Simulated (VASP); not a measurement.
**BaTiO3: single point with PBE**

Crystal: BaTiO3.

```xyz
5
Lattice="3.8880 0.0000 0.0000 0.0000 3.8880 0.0000 0.0000 0.0000 3.8972" Properties=species:S:1:pos:R:3 pbc="T T T"
Ba    0.0000    0.0000    0.0224
Ti    1.9440    1.9440    1.9433
O     1.9440    1.9440    0.0509
O     1.9440    0.0000    1.9984
O     0.0000    1.9440    1.9984
```

```json
{
 "Program": "VASP 6.6.1",
 "Task": "single point",
 "Functional": "PBE",
 "Potentials or basis": "VASP PAW PBE potentials, release 64 (Ba_sv, Ti_sv, O_h)",
 "Cutoff": "1340 eV",
 "k mesh": "4 × 4 × 4",
 "Occupations": "gaussian, width 0.01 eV",
 "Spin": "no spin polarisation"
}
```

```yaml
Pressure: 22.2 GPa
Largest_force: 0.020 eV/Å
Band_gap_on_the_k_mesh: 1.91 eV (least direct gap 2.00 eV)
```

Forces on the atoms (eV/Å):
```
Ba   0.000  0.000  0.020
Ti   0.000  0.000  0.002
O    0.000  0.000 -0.004
O    0.000  0.000 -0.009
O    0.000  0.000 -0.009
```

Levels at points of the mesh, in eV from the valence-band top:
| k point | band 17 | band 18 | band 19 | band 20 | band 21 | band 22 | band 23 | band 24 |
| --- | --- | --- | --- | --- | --- | --- | --- | --- |
| (0.00, 0.00, 0.00) | -1.25 | -0.10 | -0.10 | -0.10 | 1.91 | 1.97 | 1.97 | 4.51 |
| (0.50, 0.00, 0.00) | -1.93 | -1.89 | -0.77 | -0.73 | 2.17 | 3.92 | 3.93 | 4.54 |
| (0.50, 0.50, 0.00) | -1.67 | -0.83 | -0.83 | -0.10 | 3.94 | 3.94 | 4.38 | 5.46 |
| (0.00, 0.00, 0.50) | -1.95 | -1.95 | -0.69 | -0.69 | 2.10 | 3.93 | 3.93 | 4.53 |
| (0.50, 0.00, 0.50) | -1.66 | -0.82 | -0.82 | -0.13 | 3.94 | 3.94 | 4.37 | 5.50 |
| (0.50, 0.50, 0.50) | -2.35 | -0.03 | -0.03 | 0.00 | 4.70 | 4.70 | 4.70 | 7.08 |

Run time: 100 s on 1 thread of Intel(R) Xeon(R) Platinum 8259CL CPU @ 2.50GHz (Skylake/Cascade Lake) (shared host), peak memory 0.4 GiB.

Caveat: the cell stands under pressure; spin-orbit coupling is left out, which moves the levels of the heavy elements. A k mesh can miss the band edges.
